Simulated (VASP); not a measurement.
# GaGe3 (Pm-3m) in VASP: a series of runs, part 2 of 2

VASP 6.6.1.

## Step 4: Single point, PBEsol (volume scaled by 0.96)

INCAR

```
SYSTEM = GaGe3
PREC = Accurate
ENCUT = 520
EDIFF = 1E-7
ISMEAR = -1
SIGMA = 0.05
LREAL = .FALSE.
LASPH = .TRUE.
NELM = 100
ALGO = Normal
ISIF = 2
LWAVE = .FALSE.
LCHARG = .FALSE.
GGA = PS
NBANDS = 36
```

KPOINTS

```
regular mesh
0
G
  6 6 6
  0 0 0
```

POSCAR

```
GaGe3
1.0
    4.2206418035      0.0000000000      0.0000000000
    0.0000000000      4.2206418035      0.0000000000
    0.0000000000      0.0000000000      4.2206418035
Ge Ga
3 1
Direct
    0.5000000000      0.5000000000      0.0000000000
    0.5000000000      0.0000000000      0.5000000000
    0.0000000000      0.5000000000      0.5000000000
    0.0000000000      0.0000000000      0.0000000000
```

Potentials or basis: VASP PAW PBE potentials, release 64 (Ge_d, Ga_d).

Started as:

```sh
cat potpaw_PBE.64/Ge_d/POTCAR potpaw_PBE.64/Ga_d/POTCAR > POTCAR
mpirun -np 1 vasp_std > vasp.out
```

OUTCAR:

```text
SYSTEM = GaGe3
   PREC = Accurate
   ENCUT = 520
   EDIFF = 1E-7
   ISMEAR = -1
   LREAL = .FALSE.
   LASPH = .TRUE.
   NELM = 100
   ISIF = 2
   GGA = PS

 ion  position               nearest neighbor table
   1  0.500  0.500  0.000-
   2  0.500  0.000  0.500-
   3  0.000  0.500  0.500-
   4  0.000  0.000  0.000-

  LATTYP: Found a simple cubic cell.
 ALAT       =     4.2206418035
[... 968 lines left out ...]

  FORCE on cell =-STRESS in cart. coord.  units (eV):
  Direction    XX          YY          ZZ          XY          YZ          ZX
  --------------------------------------------------------------------------------------
  -------------------------------------------------------------------------------------
  Total       -0.5202636     -0.5202636     -0.5202636      0.0000000     -0.0000000      0.0000000
  in kB      -11.0866049    -11.0866049    -11.0866049      0.0000000     -0.0000000      0.0000000
  external PRESSURE =     -11.0866049 kB  Pullay stress =       0.0000000 kB

 VOLUME and BASIS-vectors are now :
 -----------------------------------------------------------------------------
  energy-cutoff  :      520.00
  volume of cell :       75.19
      direct lattice vectors                 reciprocal lattice vectors
     4.220641804  0.000000000  0.000000000     0.236930791  0.000000000  0.000000000
     0.000000000  4.220641804  0.000000000     0.000000000  0.236930791  0.000000000
     0.000000000  0.000000000  4.220641804     0.000000000  0.000000000  0.236930791

 POSITION                                       TOTAL-FORCE (eV/Angst)
 -----------------------------------------------------------------------------------
      2.11032      2.11032      0.00000         0.000000      0.000000      0.000000
      2.11032      0.00000      2.11032         0.000000      0.000000      0.000000
      0.00000      2.11032      2.11032         0.000000      0.000000      0.000000
      0.00000      0.00000      0.00000         0.000000      0.000000      0.000000
 -----------------------------------------------------------------------------------
    total drift:                                0.000000     -0.000000     -0.000000

  FREE ENERGIE OF THE ION-ELECTRON SYSTEM (eV)
  ---------------------------------------------------
  free  energy   TOTEN  =       -17.2515324414 eV

  energy  without entropy=      -17.2284583574  energy(sigma->0) =      -17.23999540
```

OSZICAR:

```text
N       E                     dE             d eps       ncg     rms          rms(c)
DAV:   1     0.437675866432E+03    0.43768E+03   -0.26566E+04  1680   0.406E+03
DAV:   2     0.650361351644E+02   -0.37264E+03   -0.36292E+03  1440   0.762E+02
DAV:   3    -0.130410584486E+02   -0.78077E+02   -0.77111E+02  1544   0.205E+02
DAV:   4    -0.172584926016E+02   -0.42174E+01   -0.41897E+01  1720   0.538E+01
DAV:   5    -0.173474819432E+02   -0.88989E-01   -0.88918E-01  1612   0.885E+00    0.218E+00
DAV:   6    -0.172745716549E+02    0.72910E-01   -0.14262E-01  1796   0.455E+00    0.112E+00
DAV:   7    -0.172530151340E+02    0.21557E-01   -0.38883E-02  1924   0.199E+00    0.205E-01
DAV:   8    -0.172515513858E+02    0.14637E-02   -0.41985E-03  1552   0.741E-01    0.524E-02
DAV:   9    -0.172515258396E+02    0.25546E-04   -0.26568E-04  1924   0.178E-01    0.281E-02
DAV:  10    -0.172515338637E+02   -0.80241E-05   -0.19069E-05  1592   0.493E-02    0.504E-03
DAV:  11    -0.172515325518E+02    0.13119E-05   -0.57926E-06  1684   0.334E-02    0.666E-04
DAV:  12    -0.172515324250E+02    0.12674E-06   -0.27862E-07  1324   0.412E-03    0.317E-04
DAV:  13    -0.172515324414E+02   -0.16380E-07   -0.18193E-08   840   0.165E-03
   1 F= -.17251532E+02 E0= -.17239995E+02  d E =-.230741E-01
```

stdout:

```text
POSCAR found type information on POSCAR GeGa
 POSCAR found :  2 types and       4 ions
 scaLAPACK will be used
 -----------------------------------------------------------------------------
|                                                                             |
|                                                                             |
|     You enforced a specific xc type in the INCAR file but a different       |
|     I HOPE YOU KNOW WHAT YOU ARE DOING!                                     |
|                                                                             |
 -----------------------------------------------------------------------------

 LDA part: xc-table for (Slater+PW92), standard interpolation
 POSCAR, INCAR and KPOINTS ok, starting setup
 FFT: planning ... GRIDC
 FFT: planning ... GRID_SOFT
 FFT: planning ... GRID
 WAVECAR not read
 entering main loop
```

Wall time 26 s (1 thread of Intel Xeon Platinum 8375C at 2.90GHz (Ice Lake), shared host); peak memory 0.2 GiB.

Results:

* Free energy: -17.2515 eV
* Pressure: -1.1 GPa

Levels at points of the mesh, in eV from the Fermi level:
| k point | band 26 | band 27 | band 28 | band 29 | band 30 | band 31 |
| --- | --- | --- | --- | --- | --- | --- |
| (0.00, 0.00, 0.00) | -3.98 | -3.32 | 2.67 | 2.67 | 2.67 | 3.60 |
| (0.50, 0.00, 0.00) | -2.04 | -1.44 | -1.44 | -0.11 | 0.12 | 4.66 |
| (0.50, 0.50, 0.00) | -0.15 | -0.15 | -0.01 | 0.20 | 0.20 | 0.74 |
| (0.50, 0.50, 0.50) | -5.14 | -5.14 | -5.14 | 6.88 | 6.88 | 6.95 |

Caveat: the PAW data sets were made with another functional, which shifts forces and pressure a little.

## Step 5: Single point, PBEsol (volume scaled by 1.04)

INCAR

```
SYSTEM = GaGe3
PREC     = Accurate       ! precision mode
ENCUT    = 520            ! plane-wave cutoff, eV
EDIFF    = 1E-6           ! SCF threshold, eV
ISMEAR   = -1             ! smearing method
SIGMA    = 0.05           ! smearing width, eV
LREAL    = .FALSE.        ! projectors in reciprocal space
LASPH    = .TRUE.         ! aspherical terms in the spheres
NELM     = 60             ! most SCF steps
ALGO     = Normal         ! electronic algorithm
ISIF     = 2              ! what is computed and relaxed
LWAVE    = .FALSE.        ! write WAVECAR
LCHARG   = .FALSE.        ! write CHGCAR
GGA      = PS             ! functional
NBANDS   = 36             ! bands
```

KPOINTS

```
Automatic mesh
0
G
  6 6 6
  0 0 0
```

POSCAR

```
GaGe3
1.0
    4.3347680618      0.0000000000      0.0000000000
    0.0000000000      4.3347680618      0.0000000000
    0.0000000000      0.0000000000      4.3347680618
Ge Ga
3 1
Direct
    0.5000000000      0.5000000000      0.0000000000
    0.5000000000      0.0000000000      0.5000000000
    0.0000000000      0.5000000000      0.5000000000
    0.0000000000      0.0000000000      0.0000000000
```

Started as:

```sh
cat potpaw_PBE.64/Ge_d/POTCAR potpaw_PBE.64/Ga_d/POTCAR > POTCAR
mpirun -np 1 vasp_std > vasp.out
```

Run time: 24 s. Hardware: 1 thread of Intel Xeon Platinum 8375C at 2.90GHz (Ice Lake), shared host; peak memory 0.2 GiB.

The run converged. Its results:

| Property | Result |
| --- | --- |
| Free energy | -17.1236 eV |
| Pressure | -5.2 GPa |

Levels at points of the mesh, in eV from the Fermi level:
| k point | band 25 | band 26 | band 27 | band 28 | band 29 | band 30 | band 31 | band 32 |
| --- | --- | --- | --- | --- | --- | --- | --- | --- |
| (0.00, 0.00, 0.00) | -3.61 | -3.61 | -3.37 | 2.52 | 2.52 | 2.52 | 3.44 | 3.44 |
| (0.50, 0.00, 0.00) | -1.82 | -1.82 | -1.23 | -1.23 | 0.02 | 0.27 | 4.11 | 4.29 |
| (0.50, 0.50, 0.00) | -0.79 | -0.23 | -0.23 | 0.09 | 0.26 | 0.26 | 0.57 | 1.61 |
| (0.50, 0.50, 0.50) | -5.14 | -4.68 | -4.68 | -4.68 | 6.34 | 6.34 | 6.39 | 6.39 |

Caveat: the PAW data sets were made with another functional, which shifts forces and pressure a little.

## Step 6: The runs side by side

```csv
spin,cell,k mesh,gap on the mesh (eV),pressure (GPa)
off,"a = 4.278 Å, 4 atoms",4 × 4 × 4,none,-3.8
"non-collinear, zero start, SOC","a = 4.278 Å, 4 atoms",6 × 6 × 6,-,-3.4
off,"a = 4.221 Å, 4 atoms",6 × 6 × 6,none,-1.1
off,"a = 4.335 Å, 4 atoms",6 × 6 × 6,none,-5.2
```

Alike in all rows: task single point; level PBEsol; potentials or basis VASP PAW PBE potentials, release 64 (Ge_d, Ga_d); cutoff (eV) 520; smearing fermi-dirac 0.05 eV.

Caveats: some runs use coarse meshes; the PAW data sets were made with another functional, which shifts forces and pressure a little.

Absolute energies hang on the potentials; compare differences alone.
